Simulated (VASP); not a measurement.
Pd3C:

```
Pd C
1.0
     3.66364    0.00000    0.00000
     0.00000    3.66364    0.00000
     0.00000    0.00000    3.66364
Pd C
3 1
Direct
  0.00000 0.50000 0.50000
  0.50000 0.00000 0.50000
  0.50000 0.50000 0.00000
  0.00000 0.00000 0.00000
```

| Item | Value |
| --- | --- |
| Program | VASP 6.6.1 |
| Task | relaxation of cell and atoms |
| Functional | PBE |
| Potentials or basis | VASP PAW PBE potentials, release 64 (Pd, C) |
| Cutoff | 600 eV |
| k mesh | 6 × 6 × 6 |
| Occupations | gaussian, width 0.1 eV |
| Spin | no spin polarisation |

At the start: pressure 22.7 GPa; volume 12.29 Å³/atom.

Q: Where does the relaxation end?

A: Over 4 steps the energy falls by 84.5 meV/atom and the volume is 13.63 Å³/atom (+10.8 %); space group Pm-3m (No. 221, to 0.1 Å) before and after.

The path:
```
step  energy change (eV)  largest force (eV/Å)  pressure (GPa)  volume (Å³)
   1              0.0000                0.0000           22.72        49.17
   2              0.1416                0.0000          -16.15        62.66
   3             -0.3375                0.0000           -0.55        54.66
   4             -0.3378                0.0000           -0.09        54.51
```

Final structure:
```cif
data_structure
_symmetry_space_group_name_H-M 'P 1'
_symmetry_Int_Tables_number 1
_cell_length_a 3.7916
_cell_length_b 3.7916
_cell_length_c 3.7916
_cell_angle_alpha 90.000
_cell_angle_beta 90.000
_cell_angle_gamma 90.000
_cell_volume 54.51
loop_
_atom_site_label
_atom_site_type_symbol
_atom_site_fract_x
_atom_site_fract_y
_atom_site_fract_z
_atom_site_occupancy
Pd1 Pd 0.00000 0.50000 0.50000 1
Pd2 Pd 0.50000 0.00000 0.50000 1
Pd3 Pd 0.50000 0.50000 0.00000 1
C1 C 0.00000 0.00000 0.00000 1
```
